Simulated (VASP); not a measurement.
# BiPbCl5 (P1) in VASP: notebook

The runs below take BiPbCl5 through single point, with PBE.

Program: VASP 6.6.1. These are calculated values, not measurements. Logs are shortened: lines on timing, memory, paths and dates and some standing lists are left out, and cuts for length are marked.

## 1. The cell of the first run

The typed cell holds 7 atoms: a = 4.353 Å, b = 6.057 Å, c = 9.127 Å, α = 92.64°, β = 90.03°, γ = 90.47°.

## 2. Single point, PBE

Input file INCAR:

```
SYSTEM = BiPbCl5
PREC = Accurate ; ENCUT = 520
EDIFF = 1E-6 ; ISMEAR = 0
SIGMA = 0.1 ; LREAL = .False.
LASPH = .True. ; NELM = 80
ALGO = Normal ; ISIF = 2
LWAVE = .False. ; LCHARG = .False.
GGA = PE ; NBANDS = 41
```

Input file KPOINTS:

```
Automatic mesh
0
Gamma
  4 2 2
  0 0 0
```

Input file POSCAR:

```
BiPbCl5
1.0
    4.3528099000      0.0000000000      0.0000000000
   -0.0495144000      6.0571913000      0.0000000000
   -0.0050477000     -0.4210154000      9.1169327000
Bi Pb Cl
1 1 5
Direct
    0.0007820000      0.7779930000      0.4880980000
    0.4984720000      0.8199410000      0.9296110000
    0.9977170000      0.3898650000      0.3830500000
    0.9975340000      0.5725150000      0.7465710000
    0.5004700000      0.8411780000      0.2972610000
    0.5018310000      0.0073850000      0.6574370000
    0.0031960000      0.0911230000      0.9979730000
```

Potentials or basis: VASP PAW PBE potentials, release 64 (Bi_d, Pb_d, Cl).

Started as:

```
cat potpaw_PBE.64/Bi_d/POTCAR potpaw_PBE.64/Pb_d/POTCAR potpaw_PBE.64/Cl/POTCAR > POTCAR
mpirun -np 1 vasp_std > vasp.out
```

OUTCAR:

```text
SYSTEM = BiPbCl5
   PREC = Accurate
   ENCUT = 520
   EDIFF = 1E-6
   ISMEAR = 0
   LREAL = .False.
   LASPH = .True.
   NELM = 80
   ISIF = 2
   GGA = PE

 ion  position               nearest neighbor table
   1  0.001  0.778  0.488-   3 2.50   4 2.72   5 2.82   5 2.83   6 2.97   6 2.98
   2  0.498  0.820  0.930-   7 2.77   6 2.78   7 2.79   4 3.08   4 3.10   5 3.35
   3  0.998  0.390  0.383-   1 2.50
   4  0.998  0.573  0.747-   1 2.72   2 3.08   2 3.10
   5  0.500  0.841  0.297-   1 2.82   1 2.83   2 3.35
   6  0.502  0.007  0.657-   2 2.78   1 2.97   1 2.98
   7  0.003  0.091  0.998-   2 2.77   2 2.79

  LATTYP: Found a triclinic cell.
 ALAT       =     7.4302031335
 B/A-ratio  =     0.5858265005
 C/A-ratio  =     1.2283177048
 COS(alpha) =     0.0005530726
 COS(beta)  =     0.0379263228
 COS(gamma) =     0.5791625643

  Lattice vectors:

 A1 = (   4.3032955000,   6.0571913000,   0.0000000000)
 A2 = (   4.3528099000,   0.0000000000,   0.0000000000)
 A3 = (   0.0050477000,   0.4210154000,  -9.1169327000)

Analysis of symmetry for initial positions (statically):
=====================================================================
 Subroutine PRICEL returns:
 Original cell was already a primitive cell.

 Routine SETGRP: Setting up the symmetry group for a
 triclinic supercell.

 Subroutine GETGRP returns: Found  1 space group operations
 (whereof  1 operations were pure point group operations)
 out of a pool of  2 trial point group operations.

The static configuration has the point symmetry C_1 .

Analysis of symmetry for dynamics (positions and initial velocities):
=====================================================================
 Subroutine PRICEL returns:
 Original cell was already a primitive cell.

 Routine SETGRP: Setting up the symmetry group for a
 triclinic supercell.

 Subroutine GETGRP returns: Found  1 space group operations
 (whereof  1 operations were pure point group operations)
 out of a pool of  2 trial point group operations.

The dynamic configuration has the point symmetry C_1 .

 Subroutine INISYM returns: Found  1 space group operations
 (whereof  1 operations are pure point group operations),
 and found     1 'primitive' translations

----------------------------------------------------------------------------------------

                                     Primitive cell

  volume of cell :     240.3752

  direct lattice vectors                    reciprocal lattice vectors
     4.352809900  0.000000000  0.000000000     0.229736658  0.001877978  0.000213921
    -0.049514400  6.057191300  0.000000000     0.000000000  0.165093019  0.007623913
    -0.005047700 -0.421015400  9.116932700     0.000000000  0.000000000  0.109686013

  length of vectors
     4.352809900  6.057393674  9.126650059     0.229744433  0.165268960  0.109686013

  position of ions in fractional coordinates (direct lattice)
     0.000782000  0.777993000  0.488098000
     0.498472000  0.819941000  0.929611000
     0.997717000  0.389865000  0.383050000
     0.997534000  0.572515000  0.746571000
     0.500470000  0.841178000  0.297261000
     0.501831000  0.007385000  0.657437000
     0.003196000  0.091123000  0.997973000

  ion indices of the primitive-cell ions
   primitive index   ion index
                 1           1
                 2           2
                 3           3
                 4           4
                 5           5
                 6           6
                 7           7

----------------------------------------------------------------------------------------

 KPOINTS: Automatic mesh

Automatic generation of k-mesh.
 Grid dimensions read from file:
 generate k-points for:    4    2    2

 Generating k-lattice:

  Cartesian coordinates                     Fractional coordinates (reciprocal lattice)
     0.057434165  0.000469495  0.000053480     0.250000000  0.000000000 -0.000000000
     0.000000000  0.082546510  0.003811957     0.000000000  0.500000000  0.000000000
     0.000000000  0.000000000  0.054843007     0.000000000  0.000000000  0.500000000

  Length of vectors
     0.057436108  0.082634480  0.054843007

  Shift w.r.t. Gamma in fractional coordinates (k-lattice)
     0.000000000  0.000000000  0.000000000

 Subroutine IBZKPT returns following result:
 ===========================================

 Found     12 irreducible k-points:

 Following reciprocal coordinates:
            Coordinates               Weight
  0.000000  0.000000  0.000000      1.000000
  0.250000 -0.000000 -0.000000      2.000000
  0.500000 -0.000000 -0.000000      1.000000
  0.000000  0.500000  0.000000      1.000000
  0.250000  0.500000 -0.000000      2.000000
  0.500000  0.500000  0.000000      1.000000
  0.000000  0.000000  0.500000      1.000000
  0.250000 -0.000000  0.500000      2.000000
  0.500000 -0.000000  0.500000      1.000000
  0.000000  0.500000  0.500000      1.000000
  0.250000  0.500000  0.500000      2.000000
  0.500000  0.500000  0.500000      1.000000
   k-points           NKPTS =     12   k-points in BZ     NKDIM =     12   number of bands    NBANDS=     41
   number of dos      NEDOS =    301   number of ions     NIONS =      7
   total plane-waves  NPLWV = 107520
   dimension x,y,z NGX =    32 NGY =   48 NGZ =   70
   dimension x,y,z NGXF=    64 NGYF=   96 NGZF=  140
   ions per type =               1   1   5
   NGX,Y,Z   is equivalent  to a cutoff of  12.22, 13.17, 12.75 a.u.
   NGXF,Y,Z  is equivalent  to a cutoff of  24.44, 26.35, 25.50 a.u.
 SYSTEM =  BiPbCl5
   PREC   = accura    normal or accurate (medium, high low for compatibility)
   ISTART =      0    job   : 0-new  1-cont  2-samecut
   ICHARG =      2    charge: 1-file 2-atom 10-const
   ISPIN  =      1    spin polarized calculation?
   LNONCOLLINEAR =      F non collinear calculations
   LSORBIT =      F    spin-orbit coupling
   LASPH  =      T    aspherical Exc in radial PAW
   ENCUT  =  520.0 eV  38.22 Ry    6.18 a.u.   8.09 11.26 16.97*2*pi/ulx,y,z
   NELM   =     80;   NELMIN=  2; NELMDL= -5     # of ELM steps
   EDIFF  = 0.1E-05   stopping-criterion for ELM
   LREAL  =      F    real-space projection
   EDIFFG = 0.1E-04   stopping-criterion for IOM
   NSW    =      0    number of steps for IOM
   IBRION =     -1    ionic relax: 0-MD 1-quasi-New 2-CG
   NFREE  =      0    steps in history (QN), initial steepest desc. (CG)
   ISIF   =      2    stress and relaxation
   ISYM   =      2    0-nonsym 1-usesym 2-fastsym
   POTIM  = 0.5000    time-step for ionic-motion
   TEBEG  =    0.0;   TEEND  =   0.0 temperature during run
   PSTRESS=    0.0 pullay stress
   NELECT =      64.0000    total number of electrons
   NUPDOWN=      -1.0000    fix difference up-down
   EMIN   =  10.00;   EMAX   =-10.00  energy-range for DOS
   EFERMI =   0.00;   METHOD = LEGACY
   ISMEAR =     0;   SIGMA  =   0.10  broadening in eV -4-tet -1-fermi 0-gaus
   EFERMI_NEDOS =   21; number of points for ismear=-14 and -15
   IALGO  =     38    algorithm
   IMIX   =      4    mixing-type and parameters
     AMIX     =   0.40;   BMIX     =  1.00
     AMIX_MAG =   1.60;   BMIX_MAG =  1.00
  volume/ion in A,a.u.               =      34.34       231.73
  Fermi-wavevector in a.u.,A,eV,Ry     =   1.053186  1.990232 15.091581  1.109200
  Thomas-Fermi vector in A             =   2.188297
   LORBIT       =      0    0 simple, 1 ext, 2 COOP (PROOUT), +10 PAW based schemes
   GGA     = PE    functional components
   LHFCALC =     F    Hartree Fock is set to
   AEXX    =    0.0000 exact exchange contribution
   IVDW    =     0    specifies the selected vdW correction
   LEPSILON=     F    determine dielectric tensor
   LRPA    =     F    only Hartree local field effects (RPA)
 non-spin polarized calculation
 Gauss-broadening in eV      SIGMA  =   0.10
  energy-cutoff  :      520.00
  volume of cell :      240.38
 maximum number of plane-waves:      6508
   NGX = 17   NGY = 23   NGZ = 33

 number of electron      64.0000002 magnetization

 Free energy of the ion-electron system (eV)
  ---------------------------------------------------
  ext. energy  EPLUGINS =         0.00000000
  ---------------------------------------------------
  free energy    TOTEN  =       -23.56415786 eV

  energy without entropy =      -23.56415786  energy(sigma->0) =      -23.56415786

 E-fermi :   0.3575     XC(G=0):  -7.5856

 val. band max:       -0.1268209418   @ k =   0.5000   0.5000   0.5000
 cond. band min:       3.1111809115   @ k =   0.0000   0.0000   0.5000
 fundamental gap:      3.2380018534
 Fermi energy:         0.3574948721

 k-point     1 :       0.0000    0.0000    0.0000
  band No.  band energies     occupation
      1     -22.3205      2.00000
      2     -22.2967      2.00000
      3     -22.2419      2.00000
      4     -22.2311      2.00000
      5     -22.2015      2.00000
      6     -15.4776      2.00000
[... 33 lines left out ...]
     40       8.1043      0.00000
     41       8.5993      0.00000

 k-point     2 :       0.2500   -0.0000   -0.0000
  band No.  band energies     occupation
      1     -22.3130      2.00000
      2     -22.3015      2.00000
      3     -22.2407      2.00000
      4     -22.2344      2.00000
      5     -22.2011      2.00000
      6     -15.4663      2.00000
[... 33 lines left out ...]
     40       8.1703      0.00000
     41       8.6145      0.00000

 k-point     3 :       0.5000   -0.0000   -0.0000
  band No.  band energies     occupation
      1     -22.3069      2.00000
      2     -22.3052      2.00000
      3     -22.2393      2.00000
      4     -22.2377      2.00000
      5     -22.2008      2.00000
      6     -15.4744      2.00000
[... 33 lines left out ...]
     40       8.6281      0.00000
     41       8.9736      0.00000

 k-point     4 :       0.0000    0.5000    0.0000
  band No.  band energies     occupation
      1     -22.3203      2.00000
      2     -22.2967      2.00000
      3     -22.2417      2.00000
      4     -22.2311      2.00000
      5     -22.2014      2.00000
      6     -15.4776      2.00000
[... 33 lines left out ...]
     40       8.6080      0.00000
     41       8.9706      0.00000

 k-point     5 :       0.2500    0.5000   -0.0000
  band No.  band energies     occupation
      1     -22.3129      2.00000
      2     -22.3015      2.00000
      3     -22.2404      2.00000
      4     -22.2344      2.00000
      5     -22.2011      2.00000
      6     -15.4665      2.00000
[... 33 lines left out ...]
     40       8.6404      0.00000
     41       8.8923      0.00000

 k-point     6 :       0.5000    0.5000    0.0000
  band No.  band energies     occupation
      1     -22.3069      2.00000
      2     -22.3051      2.00000
      3     -22.2390      2.00000
      4     -22.2377      2.00000
      5     -22.2007      2.00000
      6     -15.4766      2.00000
[... 33 lines left out ...]
     40       8.6663      0.00000
     41       9.1146      0.00000

 k-point     7 :       0.0000    0.0000    0.5000
  band No.  band energies     occupation
      1     -22.3205      2.00000
      2     -22.2967      2.00000
      3     -22.2420      2.00000
      4     -22.2311      2.00000
      5     -22.2015      2.00000
      6     -15.4763      2.00000
[... 33 lines left out ...]
     40       7.8892      0.00000
     41       8.7860      0.00000

 k-point     8 :       0.2500   -0.0000    0.5000
  band No.  band energies     occupation
      1     -22.3130      2.00000
      2     -22.3015      2.00000
      3     -22.2407      2.00000
      4     -22.2344      2.00000
      5     -22.2011      2.00000
      6     -15.4652      2.00000
[... 33 lines left out ...]
     40       8.2935      0.00000
     41       8.4658      0.00000

 k-point     9 :       0.5000   -0.0000    0.5000
  band No.  band energies     occupation
      1     -22.3069      2.00000
      2     -22.3052      2.00000
      3     -22.2393      2.00000
      4     -22.2377      2.00000
      5     -22.2008      2.00000
      6     -15.4744      2.00000
[... 33 lines left out ...]
     40       8.5416      0.00000
     41       8.7544      0.00000

 k-point    10 :       0.0000    0.5000    0.5000
  band No.  band energies     occupation
      1     -22.3203      2.00000
      2     -22.2967      2.00000
      3     -22.2417      2.00000
      4     -22.2311      2.00000
      5     -22.2014      2.00000
      6     -15.4763      2.00000
[... 33 lines left out ...]
     40       8.5575      0.00000
     41       8.8319      0.00000

 k-point    11 :       0.2500    0.5000    0.5000
  band No.  band energies     occupation
      1     -22.3129      2.00000
      2     -22.3015      2.00000
      3     -22.2404      2.00000
      4     -22.2344      2.00000
      5     -22.2011      2.00000
      6     -15.4654      2.00000
[... 33 lines left out ...]
     40       8.5642      0.00000
     41       8.8793      0.00000

 k-point    12 :       0.5000    0.5000    0.5000
  band No.  band energies     occupation
      1     -22.3069      2.00000
      2     -22.3051      2.00000
      3     -22.2390      2.00000
      4     -22.2377      2.00000
      5     -22.2007      2.00000
      6     -15.4765      2.00000
[... 33 lines left out ...]
     40       8.7749      0.00000
     41       9.1717      0.00000

------------------------ aborting loop because EDIFF is reached ----------------------------------------

  FORCE on cell =-STRESS in cart. coord.  units (eV):
  Direction    XX          YY          ZZ          XY          YZ          ZX
  --------------------------------------------------------------------------------------
  -------------------------------------------------------------------------------------
  Total       -0.1126479     -0.0346078     -0.0945295      0.0120573     -0.0099359     -0.0003226
  in kB       -0.7508340     -0.2306718     -0.6300694      0.0803659     -0.0662260     -0.0021503
  external PRESSURE =      -0.5371917 kB  Pullay stress =       0.0000000 kB

 VOLUME and BASIS-vectors are now :
 -----------------------------------------------------------------------------
  energy-cutoff  :      520.00
  volume of cell :      240.38
      direct lattice vectors                 reciprocal lattice vectors
     4.352809900  0.000000000  0.000000000     0.229736658  0.001877978  0.000213921
    -0.049514400  6.057191300  0.000000000     0.000000000  0.165093019  0.007623913
    -0.005047700 -0.421015400  9.116932700     0.000000000  0.000000000  0.109686013

 POSITION                                       TOTAL-FORCE (eV/Angst)
 -----------------------------------------------------------------------------------
     -0.03758      4.50696      4.44996        -0.003460     -0.021566      0.010361
      2.12446      4.57516      8.47520         0.006479     -0.002218      0.001989
      4.32163      2.20022      3.49224        -0.000357      0.017525     -0.011801
      4.30996      3.15351      6.80644        -0.000761     -0.001085     -0.001605
      2.13530      4.97002      2.71011         0.002101      0.001400      0.002442
      2.18069     -0.23206      5.99381         0.000834      0.004110     -0.000986
      0.00436      0.13179      9.09845        -0.004836      0.001834     -0.000401
 -----------------------------------------------------------------------------------
    total drift:                                0.000167      0.001403      0.001244

  FREE ENERGIE OF THE ION-ELECTRON SYSTEM (eV)
  ---------------------------------------------------
  free  energy   TOTEN  =       -23.5641578611 eV

  energy  without entropy=      -23.5641578611  energy(sigma->0) =      -23.56415786
```

Run time: 2.2 min. Hardware: 1 thread of Oxide Virtual Turin-like, shared host; peak memory 0.33 GiB.

Results:

```
Free energy            : -23.5642 eV
Pressure               : -0.1 GPa
Largest force          : 0.024 eV/Å
Band gap on the k mesh : 3.24 eV (least direct gap 3.30 eV)
```

Forces on the atoms (eV/Å):
```
Bi  -0.003 -0.022  0.010
Pb   0.006 -0.002  0.002
Cl   0.000  0.018 -0.012
Cl  -0.001 -0.001 -0.002
Cl   0.002  0.001  0.002
Cl   0.001  0.004 -0.001
Cl  -0.005  0.002  0.000
```

Caveat: the k points lie up to 0.52 Å⁻¹ apart; spin-orbit coupling is left out, which moves the levels of the heavy elements.

## 3. Single point, PBE

This run uses another cell than the first one, of 34.61 Å³/atom.

Input file INCAR:

```
  ALGO = Normal
  EDIFF = 1E-6
  ENCUT = 520
  GGA = PE
  ISIF = 2
  ISMEAR = 0
  LASPH = T
  LCHARG = F
  LREAL = F
  LWAVE = F
  NBANDS = 41
  NELM = 100
  PREC = Accurate
  SIGMA = 0.1
```

Input file KPOINTS:

```
k-points
0
Gamma
  4 2 2
```

Input file POSCAR:

```
BiPbCl5
1.0
    4.3552792182      0.0142913446      0.0011944556
   -0.0294983327      6.1358172443      0.0342930785
   -0.0046791627     -0.3772064415      9.0647306756
Bi Pb Cl
1 1 5
Direct
   -0.0000364576      0.7800143703      0.4886861619
    0.4998900661      0.8123405574      0.9319213157
    0.9993061035      0.4020132490      0.3776240141
    0.9995855273      0.5693811556      0.7464829772
    0.5000439151      0.8519312412      0.2980300151
    0.5003469032      0.0042441214      0.6595084439
    0.0008659424      0.0800753051      0.9977480722
```

Potentials or basis: VASP PAW PBE potentials, release 64 (Bi_d, Pb_d, Cl).

Started as:

```
cat potpaw_PBE.64/Bi_d/POTCAR potpaw_PBE.64/Pb_d/POTCAR potpaw_PBE.64/Cl/POTCAR > POTCAR
mpirun -np 1 vasp_std > vasp.out
```

Wall time 2.4 min (1 thread of Oxide Virtual Turin-like, shared host); peak memory 0.34 GiB.

The run converged. Its results:

```yaml
Free_energy: -23.5651 eV
Pressure: -0.1 GPa
Largest_force: 0.011 eV/Å
Band_gap_on_the_k_mesh: 3.23 eV (least direct gap 3.32 eV)
```

Forces on the atoms (eV/Å):
```
Bi   0.000 -0.007 -0.002
Pb   0.001  0.011 -0.003
Cl   0.000  0.009  0.005
Cl   0.000  0.003 -0.005
Cl  -0.001 -0.004  0.008
Cl   0.001 -0.006 -0.004
Cl  -0.002 -0.005  0.001
```

Levels at points of the mesh, in eV from the valence-band top:
```csv
k point,band 30,band 31,band 32,band 33,band 34,band 35
"(0.00, 0.00, 0.00)",-0.34,-0.30,-0.12,3.38,3.71,4.09
"(0.50, 0.00, 0.00)",-0.38,-0.31,-0.17,3.53,4.12,4.92
"(0.00, 0.50, 0.00)",-0.40,-0.25,-0.14,3.32,3.71,3.91
"(0.50, 0.50, 0.00)",-0.43,-0.37,-0.19,3.49,4.01,4.96
"(0.00, 0.00, 0.50)",-0.34,-0.26,-0.09,3.23,3.72,3.96
"(0.50, 0.00, 0.50)",-0.39,-0.30,-0.20,3.55,4.38,4.85
"(0.00, 0.50, 0.50)",-0.41,-0.35,-0.15,3.31,3.74,3.88
"(0.50, 0.50, 0.50)",-0.31,-0.24,0.00,3.41,4.03,4.89
```

Caveat: the k points lie up to 0.51 Å⁻¹ apart; spin-orbit coupling is left out, which moves the levels of the heavy elements. A k mesh can miss the band edges.

(Part 1 of 2 ends here.)
